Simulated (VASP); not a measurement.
The system is BN.

```
N B
1.0
     2.51479    0.00000    0.00000
    -1.25739    2.17787    0.00000
     0.00000    0.00000    6.67965
N B
2 2
Direct
  0.66667 0.33333 0.25000
  0.33333 0.66667 0.75000
  0.66667 0.33333 0.75000
  0.33333 0.66667 0.25000
```

Base run:

| Quantity | Value |
| --- | --- |
| Program | VASP 6.6.1 |
| Functional | RPBE |
| Potentials or basis | VASP PAW PBE potentials, release 64 (N, B) |
| Cutoff | 520 eV |
| k mesh | 12 × 12 × 4 |
| Occupations | fermi-dirac, width 0.05 eV |
| Spin | no spin polarisation |

Its results: band gap on the k mesh 4.37 eV, indirect (least direct gap 4.68 eV); pressure 4.1 GPa.

Problem. After a change of settings the same cell gave: band gap on the k mesh 4.26 eV, indirect (least direct gap 4.61 eV); pressure 0.3 GPa. Which change was it?
A. functional from RPBE to PBEsol; further incar settings from ALGO = Normal; EDIFF = 1e-06; NBANDS = 16 to ALGO = Normal; EDIFF = 1e-07; NBANDS = 16
B. functional from RPBE to r2SCAN; further incar settings from ALGO = Normal; EDIFF = 1e-06; NBANDS = 16 to ALGO = Normal; EDIFF = 1e-07; NBANDS = 16
C. functional from RPBE to PBE

Solution. C.

PBE binds more tightly than RPBE, so the same cell stands under less pressure.

Caveats: this functional lacks dispersion, which binds the layers, so the pressure and a relaxed spacing across them are unreliable; the PAW data sets were made with another functional, which shifts forces and pressure a little (some runs).
